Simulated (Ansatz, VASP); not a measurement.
# One calculation of Be2C, two programs

```xyz
3
Lattice="-0.0107 2.1288 2.1288 2.1288 -0.0107 2.1288 2.1288 2.1288 -0.0107" Properties=species:S:1:pos:R:3 pbc="T T T"
Be    1.0614    1.0614    1.0614
Be    3.1856    3.1856    3.1856
C     0.0000    0.0000    0.0000
```

Change from the starting cell: equal xy, yz and zx engineering shears of -0.5 %.

Alike in both runs: functional LDA; k mesh 10 × 10 × 10; no spin polarisation.

Ansatz relaxed the structure, and its values are those at the end. VASP's run is a single point on that final structure, the one shown.

|  | VASP | Ansatz |
| --- | --- | --- |
| version | VASP 6.6.1 | Ansatz 0.2.0 |
| potentials or method | VASP PAW LDA potentials, release 64 (Be, C), cutoff 600 eV | all-electron LAPW, scalar-relativistic |
| occupations | gaussian, width 0.01 eV | fixed |

|  | VASP | Ansatz | Ansatz less VASP |
| --- | --- | --- | --- |
| gap on the k mesh at the Fermi level (eV) | 1.18 | 1.18 | +0.005 |
| pressure (GPa) | 0.5 | -0.1 | -0.61 |

LDA's correlation is that of Perdew and Zunger in VASP and of Perdew and Wang (1992) in Ansatz. Ansatz ran all-electron here, and VASP with PAW potentials.
